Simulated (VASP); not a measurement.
Input of a VASP 6.6.1 run:

Contents of INCAR:

```
PREC     = Accurate       # precision mode
ENCUT    = 520            # plane-wave cutoff, eV
EDIFF    = 1E-7           # SCF threshold, eV
ISMEAR   = 0              # smearing method
SIGMA    = 0.05           # smearing width, eV
LREAL    = False          # projectors in reciprocal space
LASPH    = True           # aspherical terms in the spheres
NELM     = 100            # most SCF steps
ALGO     = Normal         # electronic algorithm
ISIF     = 2              # what is computed and relaxed
LWAVE    = False          # write WAVECAR
LCHARG   = False          # write CHGCAR
GGA      = PE             # functional
NBANDS   = 16             # bands
```

KPOINTS

```
regular mesh
0
Gamma
  12 12 6
```

The input POSCAR:

```
BN
1.0
    2.5667092997      0.0000000000      0.0000000000
   -1.2833546499      2.2228354577      0.0000000000
    0.0000000000      0.0000000000      4.2268550000
B N
2 2
Direct
    0.6666666667      0.3333333333      0.9997240000
    0.3333333333      0.6666666667      0.4997240000
    0.6666666667      0.3333333333      0.6252760000
    0.3333333333      0.6666666667      0.1252760000
```

Potentials or basis: VASP PAW PBE potentials, release 64 (B, N).

Launch:

```console
$ cat potpaw_PBE.64/B/POTCAR potpaw_PBE.64/N/POTCAR > POTCAR
$ mpirun -np 1 vasp_std > vasp.out
```

(1) What does it give for the pressure?

(2) Estimate the band gap on the k mesh.

(3) Estimate the largest force.

Results:

(1) -3.5 GPa.

(2) 5.23 eV, indirect (least direct gap 8.17 eV).

(3) 0.024 eV/Å.

Caveat: the cell differs from its parent crystal (strain +0.0050 x Voigt [1, 1, 0, 0, 0, 0]).
